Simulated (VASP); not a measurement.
# TaN (P-6m2) in VASP: notebook

Aim: see how the results for TaN move with the level of theory and the settings. Levels: PBE0, HSE06, PBE-based screened hybrid with 25 % exact exchange. Tasks: single point.

Program: VASP 6.6.1. These are calculated values, not measurements. Logs are shortened: lines on timing, memory, paths and dates and some standing lists are left out, and cuts for length are marked.

## Step 1: The cell of the first run

It takes space group P-6m2 (No. 187, hexagonal). The conventional cell has a = 2.918 Å, b = 2.918 Å, c = 2.864 Å, α = 90.00°, β = 90.00°, γ = 120.00°. Ta (site symmetry -6m2) has 6 N at 2.21 Å and 8 Ta at 2.86 to 2.92 Å within 3.0 Å. Within 3.0 Å of N (site symmetry -6m2) lie 6 Ta at 2.21 Å and 8 N at 2.86 to 2.92 Å.

## Step 2: Single point, PBE0

Input file POSCAR:

```
TaN
1.0
    2.9182812851      0.0000000000      0.0000000000
   -1.4591406425      2.5273057282      0.0000000000
    0.0000000000      0.0000000000      2.8636504237
Ta N
1 1
Direct
    0.0000000000      0.0000000000      0.5000000000
    0.6666666667      0.3333333333      0.0000000000
```

Input file INCAR.step1:

```
SYSTEM = TaN
ALGO     = Normal         ! electronic algorithm
EDIFF    = 1E-5           ! SCF threshold, eV
ENCUT    = 520            ! plane-wave cutoff, eV
GGA      = PE             ! functional
ISIF     = 2              ! what is computed and relaxed
ISMEAR   = -1             ! smearing method
LASPH    = .True.         ! aspherical terms in the spheres
LREAL    = .False.        ! projectors in reciprocal space
LWAVE    = .True.         ! write WAVECAR
NBANDS   = 15             ! bands
NELM     = 60             ! most SCF steps
PREC     = Accurate       ! precision mode
SIGMA    = 0.05           ! smearing width, eV
```

Input file INCAR.step2:

```
SYSTEM = TaN
AEXX     = 0.25           ! exact-exchange fraction
ALGO     = Normal         ! electronic algorithm
EDIFF    = 1E-6           ! SCF threshold, eV
ENCUT    = 520            ! plane-wave cutoff, eV
GGA      = PE             ! functional
ISIF     = 2              ! what is computed and relaxed
ISMEAR   = -1             ! smearing method
ISTART   = 1            
LASPH    = .True.         ! aspherical terms in the spheres
LCHARG   = .True.         ! write CHGCAR
LELF     = .True.         ! ELF
LHFCALC  = .True.         ! exact exchange
LREAL    = .False.        ! projectors in reciprocal space
LVHAR    = .True.       
LWAVE    = .False.        ! write WAVECAR
NBANDS   = 15             ! bands
NELM     = 60             ! most SCF steps
PREC     = Accurate       ! precision mode
PRECFOCK = Normal       
SIGMA    = 0.05           ! smearing width, eV
```

Input file KPOINTS:

```
k-points
0
Gamma
  6 6 6
  0 0 0
```

Potentials or basis: VASP PAW PBE potentials, release 64 (Ta_pv, N).

On the command line:

```console
cat potpaw_PBE.64/Ta_pv/POTCAR potpaw_PBE.64/N/POTCAR > POTCAR
cp INCAR.step1 INCAR
mpirun -np 1 vasp_std > vasp.out
cp INCAR.step2 INCAR
mpirun -np 1 vasp_std > vasp.out
```

OUTCAR:

```text
SYSTEM = TaN
   AEXX = 0.25
   EDIFF = 1E-6
   ENCUT = 520
   GGA = PE
   ISIF = 2
   ISMEAR = -1
   ISTART = 1
   LASPH = .True.
   LHFCALC = .True.
   LREAL = .False.
   NELM = 60
   PREC = Accurate
   PRECFOCK = Normal

 ion  position               nearest neighbor table
   1  0.000  0.000  0.500-   2 2.21   2 2.21   2 2.21   2 2.21   2 2.21   2 2.21
   2  0.667  0.333  0.000-   1 2.21   1 2.21   1 2.21   1 2.21   1 2.21   1 2.21

  LATTYP: Found a hexagonal cell.
 ALAT       =     2.9182812851
 C/A-ratio  =     0.9812797822

  Lattice vectors:

 A1 = (   2.9182812851,   0.0000000000,   0.0000000000)
 A2 = (  -1.4591406425,   2.5273057282,   0.0000000000)
 A3 = (   0.0000000000,   0.0000000000,   2.8636504237)

Analysis of symmetry for initial positions (statically):
=====================================================================
 Subroutine PRICEL returns:
 Original cell was already a primitive cell.

 Routine SETGRP: Setting up the symmetry group for a
 hexagonal supercell.

 Subroutine GETGRP returns: Found 12 space group operations
 (whereof 12 operations were pure point group operations)
 out of a pool of 24 trial point group operations.

The static configuration has the point symmetry D_3h.

Analysis of symmetry for dynamics (positions and initial velocities):
=====================================================================
 Subroutine PRICEL returns:
 Original cell was already a primitive cell.

 Routine SETGRP: Setting up the symmetry group for a
 hexagonal supercell.

 Subroutine GETGRP returns: Found 12 space group operations
 (whereof 12 operations were pure point group operations)
 out of a pool of 24 trial point group operations.

The dynamic configuration has the point symmetry D_3h.

 Subroutine INISYM returns: Found 12 space group operations
 (whereof 12 operations are pure point group operations),
 and found     1 'primitive' translations

----------------------------------------------------------------------------------------

                                     Primitive cell

  volume of cell :      21.1205

  direct lattice vectors                    reciprocal lattice vectors
     2.918281285  0.000000000  0.000000000     0.342667448  0.197839143  0.000000000
    -1.459140642  2.527305728  0.000000000     0.000000000  0.395678287  0.000000000
     0.000000000  0.000000000  2.863650424     0.000000000  0.000000000  0.349204635

  length of vectors
     2.918281285  2.918281285  2.863650424     0.395678286  0.395678287  0.349204635

  position of ions in fractional coordinates (direct lattice)
     0.000000000  0.000000000  0.500000000
     0.666666667  0.333333333  0.000000000

  ion indices of the primitive-cell ions
   primitive index   ion index
                 1           1
                 2           2

----------------------------------------------------------------------------------------

 KPOINTS: k-points

Automatic generation of k-mesh.
 Grid dimensions read from file:
 generate k-points for:    6    6    6

 Generating k-lattice:

  Cartesian coordinates                     Fractional coordinates (reciprocal lattice)
     0.057111241  0.032973191  0.000000000     0.166666667  0.000000000  0.000000000
     0.000000000  0.065946381  0.000000000     0.000000000  0.166666667  0.000000000
     0.000000000  0.000000000  0.058200772     0.000000000  0.000000000  0.166666667

  Length of vectors
     0.065946381  0.065946381  0.058200772

  Shift w.r.t. Gamma in fractional coordinates (k-lattice)
     0.000000000  0.000000000  0.000000000

 Subroutine IBZKPT returns following result:
 ===========================================

 Found     28 irreducible k-points:

 Following reciprocal coordinates:
            Coordinates               Weight
  0.000000  0.000000  0.000000      1.000000
  0.166667 -0.000000  0.000000      6.000000
  0.333333  0.000000  0.000000      6.000000
  0.500000  0.000000  0.000000      3.000000
  0.166667  0.166667  0.000000      6.000000
  0.333333  0.166667  0.000000     12.000000
[... 16 lines left out ...]
  0.166667 -0.000000  0.500000      6.000000
  0.333333  0.000000  0.500000      6.000000
 [... further k-points ...]
   k-points           NKPTS =     28   k-points in BZ     NKDIM =    216   number of bands    NBANDS=     15
   number of dos      NEDOS =    301   number of ions     NIONS =      2
   total plane-waves  NPLWV =  13824
   dimension x,y,z NGX =    24 NGY =   24 NGZ =   24
   dimension x,y,z NGXF=    48 NGYF=   48 NGZF=   48
   ions per type =               1   1
   NGX,Y,Z   is equivalent  to a cutoff of  13.67, 13.67, 13.93 a.u.
   NGXF,Y,Z  is equivalent  to a cutoff of  27.34, 27.34, 27.87 a.u.
 SYSTEM =  TaN
   PREC   = accura    normal or accurate (medium, high low for compatibility)
   ISTART =      1    job   : 0-new  1-cont  2-samecut
   ICHARG =      0    charge: 1-file 2-atom 10-const
   ISPIN  =      1    spin polarized calculation?
   LNONCOLLINEAR =      F non collinear calculations
   LSORBIT =      F    spin-orbit coupling
   LASPH  =      T    aspherical Exc in radial PAW
   ENCUT  =  520.0 eV  38.22 Ry    6.18 a.u.   5.43  5.43  5.32*2*pi/ulx,y,z
   NELM   =     60;   NELMIN=  2; NELMDL=  0     # of ELM steps
   EDIFF  = 0.1E-05   stopping-criterion for ELM
   LREAL  =      F    real-space projection
   EDIFFG = 0.1E-04   stopping-criterion for IOM
   NSW    =      0    number of steps for IOM
   IBRION =     -1    ionic relax: 0-MD 1-quasi-New 2-CG
   NFREE  =      0    steps in history (QN), initial steepest desc. (CG)
   ISIF   =      2    stress and relaxation
   ISYM   =      3    0-nonsym 1-usesym 2-fastsym
   POTIM  = 0.5000    time-step for ionic-motion
   TEBEG  =    0.0;   TEEND  =   0.0 temperature during run
   PSTRESS=    0.0 pullay stress
   NELECT =      16.0000    total number of electrons
   NUPDOWN=      -1.0000    fix difference up-down
   EMIN   =  10.00;   EMAX   =-10.00  energy-range for DOS
   EFERMI =   0.00;   METHOD = LEGACY
   ISMEAR =    -1;   SIGMA  =   0.05  broadening in eV -4-tet -1-fermi 0-gaus
   EFERMI_NEDOS =   21; number of points for ismear=-14 and -15
   IALGO  =     38    algorithm
   IMIX   =      1    mixing-type and parameters
     AMIX     =   0.40;   BMIX     =  1.00
     AMIX_MAG =   1.60;   BMIX_MAG =  1.00
  volume/ion in A,a.u.               =      10.56        71.26
  Fermi-wavevector in a.u.,A,eV,Ry     =   1.492381  2.820192 30.302929  2.227202
  Thomas-Fermi vector in A             =   2.604917
   LORBIT       =      0    0 simple, 1 ext, 2 COOP (PROOUT), +10 PAW based schemes
   GGA     = PE    functional components
   LHFCALC =     T    Hartree Fock is set to
   PRECFOCK=normal    Normal, Fast or Accurate (Low or Medium for compatibility)
   ENCUT4O =  -1.0   cutoff for four orbital integrals eV
   NKREDX  =     1    reduce k-point grid by
   NKREDY  =     1    reduce k-point grid by
   NKREDZ  =     1    reduce k-point grid by
   AEXX    =    0.2500 exact exchange contribution
   HFSCREEN=    0.0000 screening length (either q_TF or 0.3 A-1)
   HFSCREENC=   0.0000 screening length for correlation (either q_TF or 0.3 A-1)
   ENCUTFOCK=  -1.0 apply spherical cutoff to Coloumb kernel
   IVDW    =     0    specifies the selected vdW correction
   LEPSILON=     F    determine dielectric tensor
   LRPA    =     F    only Hartree local field effects (RPA)
 non-spin polarized calculation
  energy-cutoff  :      520.00
  volume of cell :       21.12
 maximum number of plane-waves:       587
 NGX is ok and might be reduce to    24
  NGX = 18; NGY = 18; NGZ = 16

 number of electron      16.0000000 magnetization

 Free energy of the ion-electron system (eV)
  ---------------------------------------------------
  ext. energy  EPLUGINS =         0.00000000
  ---------------------------------------------------
  free energy    TOTEN  =       -28.13547767 eV

  energy without entropy =      -28.13443635  energy(sigma->0) =      -28.13495701

 E-fermi :   8.9775     XC(G=0): -10.5639

 val. band max:        8.1865441105   @ k =   0.0000   0.0000   0.5000
 cond. band min:       9.0316461689   @ k =   0.0000   0.0000   0.3333
 fundamental gap:      0.8451020585
 Fermi energy:         8.9775010315

 k-point     1 :       0.0000    0.0000    0.0000
  band No.  band energies     occupation
      1     -29.3694      2.00000
      2     -29.0680      2.00000
      3     -29.0680      2.00000
      4     -12.2475      2.00000
      5       2.5061      2.00000
      6       2.5061      2.00000
      7       2.9770      2.00000
      8       4.3586      2.00000
      9      11.6799      0.00000
     10      13.1315      0.00000
     11      13.1315      0.00000
     12      13.6867      0.00000
     13      13.6867      0.00000
     14      22.9759      0.00000
     15      24.1591      0.00000

 k-point     2 :       0.1667   -0.0000    0.0000
  band No.  band energies     occupation
      1     -29.4083      2.00000
      2     -29.3238      2.00000
      3     -29.1400      2.00000
      4     -11.6342      2.00000
      5       1.0277      2.00000
      6       2.9513      2.00000
      7       3.5809      2.00000
      8       3.7192      2.00000
      9      11.9532      0.00000
     10      13.2521      0.00000
     11      13.3783      0.00000
     12      13.6493      0.00000
     13      14.3599      0.00000
     14      22.9406      0.00000
     15      24.1571      0.00000
[... 365 lines left out ...]
      3     -29.0374      2.00000
      4      -9.4410      2.00000
      5      -2.0236      2.00000
      6       2.7242      2.00000
      7       2.7634      2.00000
      8       6.4943      2.00000
      9       9.8748      0.00000
     10      12.5481      0.00000
     11      13.1377      0.00000
     12      14.0487      0.00000
     13      19.9769      0.00000
     14      20.1190      0.00000
     15      24.1560      0.00000

 k-point    24 :       0.3333    0.0000    0.5000
  band No.  band energies     occupation
      1     -30.2373      2.00000
      2     -29.8461      2.00000
      3     -29.1614      2.00000
      4      -9.8563      2.00000
      5      -0.7874      2.00000
      6       1.3225      2.00000
      7       1.6821      2.00000
      8       6.1516      2.00000
      9      12.7774      0.00000
     10      13.1728      0.00000
     11      14.8223      0.00000
     12      16.1856      0.00000
     13      21.0292      0.00000
     14      22.5183      0.00000
     15      24.1556      0.00000

 [... further k-points ...]

------------------------ aborting loop because EDIFF is reached ----------------------------------------

  FORCE on cell =-STRESS in cart. coord.  units (eV):
  Direction    XX          YY          ZZ          XY          YZ          ZX
  --------------------------------------------------------------------------------------
  -------------------------------------------------------------------------------------
  Total        0.4296407      0.4296407      0.5559633      0.0000000      0.0000000     -0.0000000
  in kB       32.5920005     32.5920005     42.1746747      0.0000000      0.0000000     -0.0000000
  external PRESSURE =      35.7862252 kB  Pullay stress =       0.0000000 kB

 VOLUME and BASIS-vectors are now :
 -----------------------------------------------------------------------------
  energy-cutoff  :      520.00
  volume of cell :       21.12
      direct lattice vectors                 reciprocal lattice vectors
     2.918281285  0.000000000  0.000000000     0.342667448  0.197839143  0.000000000
    -1.459140642  2.527305728  0.000000000     0.000000000  0.395678287  0.000000000
     0.000000000  0.000000000  2.863650424     0.000000000  0.000000000  0.349204635

 POSITION                                       TOTAL-FORCE (eV/Angst)
 -----------------------------------------------------------------------------------
      0.00000      0.00000      1.43183         0.000000     -0.000000      0.000000
      1.45914      0.84244      0.00000        -0.000000      0.000000      0.000000
 -----------------------------------------------------------------------------------
    total drift:                                0.000002      0.000031     -0.000001

  FREE ENERGIE OF THE ION-ELECTRON SYSTEM (eV)
  ---------------------------------------------------
  free  energy   TOTEN  =       -28.1354776735 eV

  energy  without entropy=      -28.1344363502  energy(sigma->0) =      -28.13495701
```

Run time: 23 min. Hardware: 1 thread of Intel Xeon Platinum 8488C (Sapphire Rapids), shared host; peak memory 0.16 GiB.

What came out:

- Free energy: -28.1355 eV
- Pressure: 3.6 GPa
- Band gap on the k mesh: zero (bands 8 and 9 overlap by 0.85 eV)

Stress tensor (GPa, compression positive):
```
3.26 0.00 0.00
0.00 3.26 0.00
0.00 0.00 4.22
```

Levels at points of the mesh, in eV from the Fermi level:
```csv
k point,band 6,band 7,band 8,band 9,band 10,band 11
"(0.00, 0.00, 0.00)",-6.47,-6.00,-4.62,2.70,4.15,4.15
"(0.50, 0.00, 0.00)",-7.15,-5.15,-4.93,3.58,4.63,5.98
"(0.00, 0.00, 0.50)",-5.51,-5.51,-0.79,-0.79,2.53,3.86
"(0.50, 0.00, 0.50)",-8.29,-7.74,-1.76,4.86,6.03,6.74
```

Caveat: the k points lie up to 0.41 Å⁻¹ apart, too coarse for converged energies and pressures of a metal; the PAW data sets were made with another functional, which shifts forces and pressure a little; spin-orbit coupling is left out, which moves the levels of the heavy elements.

## Step 3: Single point, HSE06

This run uses another cell than the first one, of 11.21 Å³/atom.

Input file POSCAR:

```
TaN
1.0
    2.9766623284      0.0000000000      0.0000000000
   -1.4883311642      2.5778651949      0.0000000000
    0.0000000000      0.0000000000      2.9209385612
Ta N
1 1
Direct
    0.0000000000      0.0000000000      0.5000000000
    0.6666666667      0.3333333333      0.0000000000
```

Input file INCAR.step1:

```
  PREC = Accurate
  ENCUT = 520
  EDIFF = 1E-5
  ISMEAR = -1
  SIGMA = 0.05
  LREAL = False
  LASPH = True
  NELM = 100
  ALGO = Normal
  ISIF = 2
  LWAVE = True
  LCHARG = False
  GGA = PE
  NBANDS = 15
```

Input file INCAR.step2:

```
  PREC = Accurate
  ENCUT = 520
  EDIFF = 1E-6
  ISMEAR = -1
  SIGMA = 0.05
  LREAL = False
  LASPH = True
  NELM = 100
  ALGO = Normal
  ISIF = 2
  LWAVE = False
  LCHARG = False
  GGA = PE
  LHFCALC = True
  HFSCREEN = 0.2079
  PRECFOCK = Normal
  ISTART = 1
  NBANDS = 15
```

Input file KPOINTS:

```
regular mesh
0
Gamma
  6 6 6
```

Potentials or basis: VASP PAW PBE potentials, release 64 (Ta_pv, N).

On the command line:

```console
cat potpaw_PBE.64/Ta_pv/POTCAR potpaw_PBE.64/N/POTCAR > POTCAR
cp INCAR.step1 INCAR
mpirun -np 1 vasp_std > vasp.out
cp INCAR.step2 INCAR
mpirun -np 1 vasp_std > vasp.out
```

It took 28 min on 1 thread of Intel Xeon Platinum 8488C (Sapphire Rapids), shared host; peak memory 0.26 GiB.

It converged, with:

- Free energy: -26.3136 eV
- Pressure: -17.1 GPa
- Band gap on the k mesh: zero (bands 8 and 9 overlap by 0.40 eV)

Stress tensor (GPa, compression positive):
```
-16.58   0.00   0.00
  0.00 -16.58   0.00
  0.00   0.00 -18.12
```

Levels at points of the mesh, in eV from the Fermi level:
```
           k point  band 5  band 6  band 7  band 8  band 9  band 10  band 11  band 12
(0.00, 0.00, 0.00)   -5.59   -5.59   -5.10   -3.95    2.06     3.64     3.64     4.14
(0.50, 0.00, 0.00)   -9.69   -6.23   -4.28   -4.22    3.12     4.04     5.30     5.43
(0.00, 0.00, 0.50)  -10.85   -4.70   -4.70   -0.35   -0.35     2.17     3.48     3.48
(0.50, 0.00, 0.50)   -8.60   -7.43   -6.77   -1.29    4.22     5.33     5.96     7.40
```

Caveat: the k points lie up to 0.41 Å⁻¹ apart; the PAW data sets were made with another functional, which shifts forces and pressure a little; spin-orbit coupling is left out, which moves the levels of the heavy elements.

(Part 1 of 2 ends here.)

The gap in the log of VASP goes by the Fermi energy; the results here count the filled bands.